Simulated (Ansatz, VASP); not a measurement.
Two plane-wave programs on CuO

```
Cu O
1.0
     2.34185   -1.71130    0.00000
     2.34185    1.71130    0.00000
    -0.85003    0.00000    5.05787
Cu O
2 2
Direct
  0.50000 0.00000 0.50000
  0.00000 0.50000 0.00000
  0.41840 0.58160 0.75000
  0.58160 0.41840 0.25000
```

Alike in both runs: functional PBEsol; k mesh 10 × 10 × 5; occupations fermi-dirac, width 0.05 eV; no spin polarisation; Hubbard terms Cu d U = 1.0 eV.

|  | VASP | Ansatz |
| --- | --- | --- |
| version | VASP 6.6.1 | Ansatz 0.2.0 |
| potentials or method | VASP PAW PBE potentials, release 64 (Cu_sv_GW, O) | Ansatz PAW |
| plane-wave cutoff (eV) | 820 | 420 |
| valence electrons in the cell | 50 | 50 |
| task | single point | band structure |

Ansatz gave:

```
gap on the k mesh at the Fermi level (eV)                     : none
pressure (GPa)                                                : -2.3
traceless stress, the component that is largest in VASP (GPa) : 2.30
rms of the force components (eV/Å)                            : 0.138
```

Task: Estimate VASP's values.

Result: gap on the k mesh at the Fermi level (eV): none; pressure (GPa): -3.7; traceless stress, the component that is largest in VASP (GPa): 2.34; rms of the force components (eV/Å): 0.137.

VASP's potentials were made for PBE, not for PBEsol. The programs project onto different local orbitals, so the same U acts differently, and such runs can settle in different states. Atom by atom the forces differ by 0.000 eV/Å (rms over components). A gap of «none» marks a metal or a gap that the smearing closes.
